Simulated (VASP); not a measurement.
# As3O2 (R32) in VASP: notebook

The runs below take As3O2 through single point, relaxation of cell and atoms, with PBE.

All numbers are computed with VASP 6.6.1; they aren't measurements. Logs are shortened: lines on timing, memory, paths and dates and some standing lists are left out, and cuts for length are marked.

### 1 The cell of the first run

Symmetry: R32, No. 155, trigonal system. The conventional cell has a = 6.055 Å, b = 6.055 Å, c = 7.280 Å, α = 90.00°, β = 90.00°, γ = 120.00°. Within 3.2 Å of As (site symmetry 2) lie 4 O at 2.39 to 2.40 Å and 4 As at 2.59 Å. Within 3.2 Å of O (site symmetry 3) lie 6 As at 2.39 to 2.40 Å.

### 2 Single point, PBE

File INCAR:

```
SYSTEM = As3O2
PREC = Accurate
ENCUT = 520
EDIFF = 1E-6
ISMEAR = 0
SIGMA = 0.1
LREAL = .FALSE.
LASPH = .TRUE.
NELM = 60
ALGO = Normal
ISIF = 2
LWAVE = .FALSE.
LCHARG = .FALSE.
GGA = PE
NBANDS = 22
```

File KPOINTS:

```
Automatic mesh
0
G
  6 6 6
  0 0 0
```

File POSCAR:

```
As3O2
1.0
    3.0274890000      1.7479215900      2.4266693100
   -3.0274890000      1.7479215900      2.4266693100
    0.0000000000     -3.4958431800      2.4266693100
As O
3 2
Direct
    0.2467715700      0.7532284300      0.0000000000
    0.0000000000      0.2467715700      0.7532284300
    0.7532284300      0.0000000000      0.2467715700
    0.2578843500      0.2578843500      0.2578843500
    0.7421156500      0.7421156500      0.7421156500
```

Potentials or basis: VASP PAW PBE potentials, release 64 (As, O).

Run with:

```bash
> cat potpaw_PBE.64/As/POTCAR potpaw_PBE.64/O/POTCAR > POTCAR
> mpirun -np 1 vasp_std > vasp.out
```

OUTCAR:

```text
SYSTEM = As3O2
   PREC = Accurate
   ENCUT = 520
   EDIFF = 1E-6
   ISMEAR = 0
   LREAL = .FALSE.
   LASPH = .TRUE.
   NELM = 60
   ISIF = 2
   GGA = PE

 ion  position               nearest neighbor table
   1  0.247  0.753  0.000-   4 2.39   5 2.39   4 2.40   5 2.40   3 2.59   2 2.59   2 2.59   3 2.59

   2  0.000  0.247  0.753-   5 2.39   4 2.39   4 2.40   5 2.40   1 2.59   3 2.59   1 2.59   3 2.59

   3  0.753  0.000  0.247-   4 2.39   5 2.39   4 2.40   5 2.40   1 2.59   2 2.59   1 2.59   2 2.59

   4  0.258  0.258  0.258-   3 2.39   1 2.39   2 2.39   1 2.40   2 2.40   3 2.40
   5  0.742  0.742  0.742-   2 2.39   1 2.39   3 2.39   1 2.40   3 2.40   2 2.40

  LATTYP: Found a trigonal (rhomboedric) cell.
 ALAT       =     4.2555426763
 COS(alpha) =    -0.0122440743

  Lattice vectors:

 A1 = (   3.0274890000,   1.7479215900,   2.4266693100)
 A2 = (  -3.0274890000,   1.7479215900,   2.4266693100)
 A3 = (   0.0000000000,  -3.4958431800,   2.4266693100)

Analysis of symmetry for initial positions (statically):
=====================================================================
 Subroutine PRICEL returns:
 Original cell was already a primitive cell.

 Routine SETGRP: Setting up the symmetry group for a
 trigonal (rhombohedral) supercell.

 Subroutine GETGRP returns: Found  6 space group operations
 (whereof  6 operations were pure point group operations)
 out of a pool of 12 trial point group operations.

The static configuration has the point symmetry D_3 .

Analysis of symmetry for dynamics (positions and initial velocities):
=====================================================================
 Subroutine PRICEL returns:
 Original cell was already a primitive cell.

 Routine SETGRP: Setting up the symmetry group for a
 trigonal (rhombohedral) supercell.

 Subroutine GETGRP returns: Found  6 space group operations
 (whereof  6 operations were pure point group operations)
 out of a pool of 12 trial point group operations.

The dynamic configuration has the point symmetry D_3 .

 Subroutine INISYM returns: Found  6 space group operations
 (whereof  6 operations are pure point group operations),
 and found     1 'primitive' translations

----------------------------------------------------------------------------------------

                                     Primitive cell

  volume of cell :      77.0489

  direct lattice vectors                    reciprocal lattice vectors
     3.027489000  1.747921590  2.426669310     0.165153366  0.095351340  0.137362488
    -3.027489000  1.747921590  2.426669310    -0.165153366  0.095351340  0.137362488
     0.000000000 -3.495843180  2.426669310     0.000000000 -0.190702681  0.137362488

  length of vectors
     4.255542676  4.255542676  4.255542677     0.235023330  0.235023330  0.235023330

  position of ions in fractional coordinates (direct lattice)
     0.246771570  0.753228430  1.000000000
     1.000000000  0.246771570  0.753228430
     0.753228430  1.000000000  0.246771570
     0.257884350  0.257884350  0.257884350
     0.742115650  0.742115650  0.742115650

  ion indices of the primitive-cell ions
   primitive index   ion index
                 1           1
                 2           2
                 3           3
                 4           4
                 5           5

----------------------------------------------------------------------------------------

 KPOINTS: Automatic mesh

Automatic generation of k-mesh.
 Grid dimensions read from file:
 generate k-points for:    6    6    6

 Generating k-lattice:

  Cartesian coordinates                     Fractional coordinates (reciprocal lattice)
     0.027525561  0.015891890  0.022893748     0.166666667 -0.000000000 -0.000000000
    -0.027525561  0.015891890  0.022893748    -0.000000000  0.166666667 -0.000000000
     0.000000000 -0.031783780  0.022893748    -0.000000000 -0.000000000  0.166666667

  Length of vectors
     0.039170555  0.039170555  0.039170555

  Shift w.r.t. Gamma in fractional coordinates (k-lattice)
     0.000000000  0.000000000  0.000000000

 Subroutine IBZKPT returns following result:
 ===========================================

 Found     32 irreducible k-points:

 Following reciprocal coordinates:
            Coordinates               Weight
  0.000000  0.000000  0.000000      1.000000
  0.166667  0.000000  0.000000      6.000000
  0.333333  0.000000 -0.000000      6.000000
  0.500000  0.000000  0.000000      3.000000
  0.166667  0.166667  0.000000      6.000000
  0.333333  0.166667  0.000000     12.000000
[... 16 lines left out ...]
  0.500000  0.500000  0.166667      6.000000
 -0.333333  0.500000  0.166667     12.000000
 [... further k-points ...]
   k-points           NKPTS =     32   k-points in BZ     NKDIM =     32   number of bands    NBANDS=     22
   number of dos      NEDOS =    301   number of ions     NIONS =      5
   total plane-waves  NPLWV =  32768
   dimension x,y,z NGX =    32 NGY =   32 NGZ =   32
   dimension x,y,z NGXF=    64 NGYF=   64 NGZF=   64
   ions per type =               3   2
   NGX,Y,Z   is equivalent  to a cutoff of  12.50, 12.50, 12.50 a.u.
   NGXF,Y,Z  is equivalent  to a cutoff of  25.00, 25.00, 25.00 a.u.
 SYSTEM =  As3O2
   PREC   = accura    normal or accurate (medium, high low for compatibility)
   ISTART =      0    job   : 0-new  1-cont  2-samecut
   ICHARG =      2    charge: 1-file 2-atom 10-const
   ISPIN  =      1    spin polarized calculation?
   LNONCOLLINEAR =      F non collinear calculations
   LSORBIT =      F    spin-orbit coupling
   LASPH  =      T    aspherical Exc in radial PAW
   ENCUT  =  520.0 eV  38.22 Ry    6.18 a.u.   7.91  7.91  7.91*2*pi/ulx,y,z
   NELM   =     60;   NELMIN=  2; NELMDL= -5     # of ELM steps
   EDIFF  = 0.1E-05   stopping-criterion for ELM
   LREAL  =      F    real-space projection
   EDIFFG = 0.1E-04   stopping-criterion for IOM
   NSW    =      0    number of steps for IOM
   IBRION =     -1    ionic relax: 0-MD 1-quasi-New 2-CG
   NFREE  =      0    steps in history (QN), initial steepest desc. (CG)
   ISIF   =      2    stress and relaxation
   ISYM   =      2    0-nonsym 1-usesym 2-fastsym
   POTIM  = 0.5000    time-step for ionic-motion
   TEBEG  =    0.0;   TEEND  =   0.0 temperature during run
   PSTRESS=    0.0 pullay stress
   NELECT =      27.0000    total number of electrons
   NUPDOWN=      -1.0000    fix difference up-down
   EMIN   =  10.00;   EMAX   =-10.00  energy-range for DOS
[... 5 lines left out ...]
     AMIX     =   0.40;   BMIX     =  1.00
     AMIX_MAG =   1.60;   BMIX_MAG =  1.00
  volume/ion in A,a.u.               =      15.41       103.99
  Fermi-wavevector in a.u.,A,eV,Ry     =   1.154181  2.181086 18.124784  1.332134
  Thomas-Fermi vector in A             =   2.290820
   LORBIT       =      0    0 simple, 1 ext, 2 COOP (PROOUT), +10 PAW based schemes
   GGA     = PE    functional components
   LHFCALC =     F    Hartree Fock is set to
   AEXX    =    0.0000 exact exchange contribution
   IVDW    =     0    specifies the selected vdW correction
   LEPSILON=     F    determine dielectric tensor
   LRPA    =     F    only Hartree local field effects (RPA)
 non-spin polarized calculation
 Gauss-broadening in eV      SIGMA  =   0.10
  energy-cutoff  :      520.00
  volume of cell :       77.05
 maximum number of plane-waves:      2104
   NGX = 15   NGY = 15   NGZ = 15

 number of electron      27.0000019 magnetization

 Free energy of the ion-electron system (eV)
  ---------------------------------------------------
  ext. energy  EPLUGINS =         0.00000000
  ---------------------------------------------------
  free energy    TOTEN  =       -22.49981562 eV

  energy without entropy =      -22.48119976  energy(sigma->0) =      -22.49050769

 E-fermi :   4.7379     XC(G=0): -10.3769

 val. band max:        4.7272297615   @ k =   0.5000   0.5000   0.3333
 cond. band min:       4.7676911997   @ k =   0.3333   0.1667   0.1667
 fundamental gap:      0.0404614381
 Fermi energy:         4.7379001380

 k-point     1 :       0.0000    0.0000    0.0000
  band No.  band energies     occupation
      1     -14.0405      2.00000
      2     -12.7904      2.00000
      3      -7.1080      2.00000
      4      -4.4826      2.00000
      5      -4.4826      2.00000
      6      -0.9953      2.00000
[... 14 lines left out ...]
     21      12.1563      0.00000
     22      12.8317      0.00000

 k-point     2 :       0.1667    0.0000    0.0000
  band No.  band energies     occupation
      1     -13.9452      2.00000
      2     -12.8332      2.00000
      3      -7.1994      2.00000
      4      -5.3196      2.00000
      5      -3.7392      2.00000
      6      -1.2271      2.00000
[... 14 lines left out ...]
     21      12.0992      0.00000
     22      12.7390      0.00000

 k-point     3 :       0.3333    0.0000   -0.0000
  band No.  band energies     occupation
      1     -13.7001      2.00000
      2     -12.9737      2.00000
      3      -7.4116      2.00000
      4      -5.9290      2.00000
      5      -3.2086      2.00000
      6      -1.2648      2.00000
[... 14 lines left out ...]
     21      11.6702      0.00000
     22      12.8976      0.00000
[... 476 lines left out ...]
 k-point    23 :       0.5000    0.5000    0.1667
  band No.  band energies     occupation
      1     -13.1516      2.00000
      2     -13.0683      2.00000
      3      -7.5579      2.00000
      4      -6.9256      2.00000
      5      -4.6900      2.00000
      6      -0.9519      2.00000
[... 14 lines left out ...]
     21      11.6193      0.00000
     22      15.0606      0.00000

 k-point    24 :      -0.3333    0.5000    0.1667
  band No.  band energies     occupation
      1     -13.2453      2.00000
      2     -13.0599      2.00000
      3      -7.6068      2.00000
      4      -6.6496      2.00000
      5      -4.5656      2.00000
      6      -1.0825      2.00000
[... 14 lines left out ...]
     21      11.9207      0.00000
     22      14.0548      0.00000

 [... further k-points ...]

------------------------ aborting loop because EDIFF is reached ----------------------------------------

  FORCE on cell =-STRESS in cart. coord.  units (eV):
  Direction    XX          YY          ZZ          XY          YZ          ZX
  --------------------------------------------------------------------------------------
  -------------------------------------------------------------------------------------
  Total        0.2816441      0.2816441      5.8662551      0.0000000      0.0000000      0.0000000
  in kB        5.8565911      5.8565911    121.9846423      0.0000000      0.0000000      0.0000000
  external PRESSURE =      44.5659415 kB  Pullay stress =       0.0000000 kB

 VOLUME and BASIS-vectors are now :
 -----------------------------------------------------------------------------
  energy-cutoff  :      520.00
  volume of cell :       77.05
      direct lattice vectors                 reciprocal lattice vectors
     3.027489000  1.747921590  2.426669310     0.165153366  0.095351340  0.137362488
    -3.027489000  1.747921590  2.426669310    -0.165153366  0.095351340  0.137362488
     0.000000000 -3.495843180  2.426669310     0.000000000 -0.190702681  0.137362488

 POSITION                                       TOTAL-FORCE (eV/Angst)
 -----------------------------------------------------------------------------------
     -1.53329      1.74792      2.42667         1.218792     -0.000000     -0.000000
     -0.74710     -2.20183      2.42667        -0.609396      1.055505      0.000000
      2.28039      0.45391      2.42667        -0.609396     -1.055505      0.000000
      0.00000      0.00000      1.87740        -0.000000     -0.000000      1.428170
      0.00000      0.00000      5.40261        -0.000000      0.000000     -1.428170
 -----------------------------------------------------------------------------------
    total drift:                                0.000000     -0.000000      0.000000

  FREE ENERGIE OF THE ION-ELECTRON SYSTEM (eV)
  ---------------------------------------------------
  free  energy   TOTEN  =       -22.4998156201 eV

  energy  without entropy=      -22.4811997581  energy(sigma->0) =      -22.49050769
```

Run time: 35 s. Hardware: 1 thread of AMD EPYC 9R45 (Zen 5), shared host; peak memory 0.15 GiB.

What came out:

```
Free energy   : -22.4998 eV
Pressure      : 4.5 GPa
Largest force : 1.428 eV/Å
```

Forces in eV/Å, atoms in the order of the input:
```
As   1.219  0.000  0.000
As  -0.609  1.056  0.000
As  -0.609 -1.056  0.000
O    0.000  0.000  1.428
O    0.000  0.000 -1.428
```

Levels at points of the mesh, in eV from the Fermi level:
```tsv
k point	band 10	band 11	band 12	band 13	band 14	band 15	band 16	band 17
(0.00, 0.00, 0.00)	-3.49	-3.34	0.18	0.38	0.38	0.88	0.88	3.38
(0.50, 0.00, 0.00)	-2.71	-2.22	-1.61	0.09	0.21	0.35	1.50	4.60
(0.50, 0.50, 0.00)	-3.58	-1.56	-0.78	-0.14	0.16	1.49	1.57	3.59
(0.50, 0.50, 0.50)	-1.14	-1.11	-0.67	-0.31	0.60	0.60	2.31	4.57
```

Caveat: an odd number of electrons without spin polarisation forces a metal; a magnetic or distorted state may lie lower.

### 3 Single point, PBE

This run uses another cell than the first one, of 15.56 Å³/atom, 1.010 times its volume.

File INCAR:

```
SYSTEM = As3O2
ALGO = Normal
EDIFF = 1E-6
ENCUT = 520
GGA = PE
ISIF = 2
ISMEAR = 0
LASPH = .TRUE.
LCHARG = .TRUE.
LELF = .TRUE.
LREAL = .FALSE.
LVHAR = .TRUE.
LWAVE = .FALSE.
NBANDS = 22
NELM = 60
PREC = Accurate
SIGMA = 0.1
```

File KPOINTS:

```
k-points
0
G
  6 6 6
  0 0 0
```

File POSCAR:

```
As3O2
1.0
    2.8754359886      1.6601337421      2.7163980758
   -2.8754359886      1.6601337421      2.7163980758
    0.0000000000     -3.3202674841      2.7163980758
As O
3 2
Direct
    0.2932474434      0.7067525566      0.0000000000
    0.0000000000      0.2932474434      0.7067525566
    0.7067525566      0.0000000000      0.2932474434
    0.3325559161      0.3325559161      0.3325559161
    0.6674440839      0.6674440839      0.6674440839
```

Potentials or basis: VASP PAW PBE potentials, release 64 (As, O).

Run with:

```bash
> cat potpaw_PBE.64/As/POTCAR potpaw_PBE.64/O/POTCAR > POTCAR
> mpirun -np 1 vasp_std > vasp.out
```

Wall time 32 s (1 thread of AMD EPYC 9R45 (Zen 5), shared host); peak memory 0.16 GiB.

It converged, with:

```yaml
Free_energy: -24.8077 eV
Pressure: 0.2 GPa
Largest_force: 0.026 eV/Å
```

Forces on the atoms (eV/Å):
```
As  -0.026  0.000  0.000
As   0.013 -0.023  0.000
As   0.013  0.023  0.000
O    0.000  0.000  0.010
O    0.000  0.000 -0.010
```

Stress tensor (GPa, compression positive):
```
0.16 0.00 0.00
0.00 0.16 0.00
0.00 0.00 0.32
```

Levels at points of the mesh, in eV from the Fermi level:
| k point | band 9 | band 10 | band 11 | band 12 | band 13 | band 14 | band 15 | band 16 | band 17 | band 18 |
| --- | --- | --- | --- | --- | --- | --- | --- | --- | --- | --- |
| (0.00, 0.00, 0.00) | -3.66 | -3.66 | -3.28 | -1.61 | -1.61 | -1.21 | 2.52 | 2.52 | 2.72 | 3.18 |
| (0.50, 0.00, 0.00) | -4.97 | -4.24 | -3.27 | -3.17 | -0.34 | 0.56 | 0.62 | 1.18 | 2.41 | 3.54 |
| (0.50, 0.50, 0.00) | -5.28 | -4.14 | -3.96 | -1.50 | -1.09 | -1.04 | 1.64 | 1.83 | 2.95 | 5.36 |
| (0.50, 0.50, 0.50) | -3.28 | -3.28 | -3.08 | -1.18 | -0.76 | 1.18 | 1.18 | 2.89 | 3.64 | 3.64 |

Caveat: an odd number of electrons without spin polarisation forces a metal; a magnetic or distorted state may lie lower.

[end of part 1 of 2]
